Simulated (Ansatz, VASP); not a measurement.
Given: the input of a run of Ansatz 0.2.0 on Co.

File input.yaml:

```yaml
crystal:
  lattice:
    - [2.4705617809, 0.0, 0.0]
    - [-1.2352808905, 2.1395692639, 0.0]
    - [0.0, 0.0, 8.0882338]
  atoms:
    - { symbol: Co, position: [0.6666666667, 0.3333333333, 0.75] }
    - { symbol: Co, position: [0.0, 0.0, 0.5] }
    - { symbol: Co, position: [0.3333333333, 0.6666666667, 0.25] }
    - { symbol: Co, position: [0.0, 0.0, 0.0] }
hamiltonian:
  xc: pbe
  pseudopotentials: { kind: paw }
magnetization:
  spin_polarized: true
  initial_magnetization: 0.0
  spin_locking: { lock_magnetization: hard }
kpoints:
  mp_grid: { grid: [10, 10, 3] }
scf:
  occupations: { method: fermi_dirac, width: 0.05 }
  lower_state_search: "off"
output:
  forces: true
  stress: true
  eigenvalues: true
```

Potentials or basis: Ansatz PAW.

Launch:

```console
$ ansatz run input.yaml --threads 2 --pin off --max-ram 5632MiB --backend cpu --events-out ev --progress --plain --runs-dir out
```

Problem. Set up the same calculation for VASP 6.6.1. Potentials there: VASP PAW PBE potentials, release 64 (Co_sv).

Solution. As run (the cutoff follows the program's own potentials):

INCAR

```
PREC = Accurate
ENCUT = 600
EDIFF = 1E-6
ISMEAR = -1
SIGMA = 0.05
LREAL = F
LASPH = T
NELM = 200
ALGO = Normal
ISIF = 2
LWAVE = F
LCHARG = F
ISPIN = 2
MAGMOM = 0 0 0 0
LORBIT = 11
NUPDOWN = 0.0
LMAXMIX = 4
GGA = PE
NBANDS = 46
GGA_COMPAT = F
```

KPOINTS

```
regular mesh
0
Gamma
  10 10 3
```

Contents of POSCAR:

```
Co
1.0
    2.4705617809      0.0000000000      0.0000000000
   -1.2352808905      2.1395692639      0.0000000000
    0.0000000000      0.0000000000      8.0882338000
Co
4
Direct
    0.6666666667      0.3333333333      0.7500000000
    0.0000000000      0.0000000000      0.5000000000
    0.3333333333      0.6666666667      0.2500000000
    0.0000000000      0.0000000000      0.0000000000
```

Potentials or basis: VASP PAW PBE potentials, release 64 (Co_sv).

Launch:

```console
$ cat potpaw_PBE.64/Co_sv/POTCAR > POTCAR
$ mpirun -np 1 vasp_std > vasp.out
```

Both were run:

|  | VASP | Ansatz | Ansatz less VASP |
| --- | --- | --- | --- |
| pressure (GPa) | -12.0 | -8.3 | +3.64 |
| traceless stress, the component that is largest in VASP (GPa) | -0.48 | -0.47 | +0.009 |
| net moment per atom (μB) | 0.00 | 0.00 | 0.000 |
